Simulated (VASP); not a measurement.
## Ag9Ru7: single point with PBE

Ag9Ru7:

```xyz
16
Lattice="2.7874 -4.9129 0.4632 2.7874 4.9129 -0.4627 0.0008 -0.8553 9.7762" Properties=species:S:1:pos:R:3 pbc="T T T"
Ru    2.7857   -3.0903    0.7859
Ru    2.7859   -4.1860    7.0314
Ru    2.7865    0.8117    6.5266
Ru    2.7866   -2.3923    8.7144
Ru    1.4459   -0.2242    8.4379
Ru    4.1273   -0.2243    8.4381
Ru    2.7861    2.5353    8.1260
Ag    1.3843   -0.5225    1.3354
Ag    1.4173   -1.7559    6.0634
Ag    2.7858    1.8836    0.7675
Ag    4.1878   -0.5227    1.3354
Ag    4.1552   -1.7563    6.0636
Ag    2.7866   -1.9504    3.4188
Ag    1.4039    0.6894    4.0054
Ag    4.1694    0.6895    4.0058
Ag    2.7867    3.1386    3.1729
```

```json
{
 "Program": "VASP 6.6.1",
 "Task": "single point",
 "Functional": "PBE",
 "Potentials or basis": "VASP PAW PBE potentials, release 64 (Ru_pv, Ag)",
 "Cutoff": "520 eV",
 "k mesh": "3 × 3 × 2, shifted",
 "Occupations": "gaussian, width 0.1 eV",
 "Spin": "no spin polarisation",
 "Dipole correction": "no",
 "Further INCAR settings": "LREAL = Auto; ALGO = Fast; EDIFF = 1e-07; NBANDS = 112; ISYM = 0"
}
```

The pressure is 0.0 GPa. The largest force is 0.036 eV/Å. The band gap on the k mesh is zero (an odd number of electrons rules out a gap without spin polarisation).

Forces on the atoms (eV/Å):
```
Ru   0.000 -0.008  0.011
Ru   0.005  0.006  0.005
Ru   0.000 -0.019 -0.022
Ru  -0.001  0.007 -0.017
Ru   0.007  0.003 -0.008
Ru  -0.012  0.003 -0.006
Ru   0.002  0.023  0.028
Ag   0.000 -0.001  0.010
Ag  -0.002 -0.006  0.011
Ag   0.000  0.002 -0.016
Ag  -0.001  0.001  0.012
Ag   0.002 -0.005  0.009
Ag   0.000  0.004 -0.003
Ag   0.000 -0.001 -0.004
Ag   0.000 -0.001 -0.005
Ag  -0.001 -0.008 -0.004
```

Levels at points of the mesh, in eV from the Fermi level:
| k point | band 96 | band 97 | band 98 | band 99 | band 100 | band 101 | band 102 | band 103 |
| --- | --- | --- | --- | --- | --- | --- | --- | --- |
| (0.00, 0.00, 0.25) | -0.02 | 0.05 | 0.17 | 0.44 | 0.60 | 0.81 | 0.86 | 1.08 |

Wall time 22 min on 1 thread of AMD EPYC 7571, with other jobs on the host, peak memory 0.42 GiB.

Caveat: the k points lie up to 0.43 Å⁻¹ apart, too coarse for converged energies and pressures of a metal.
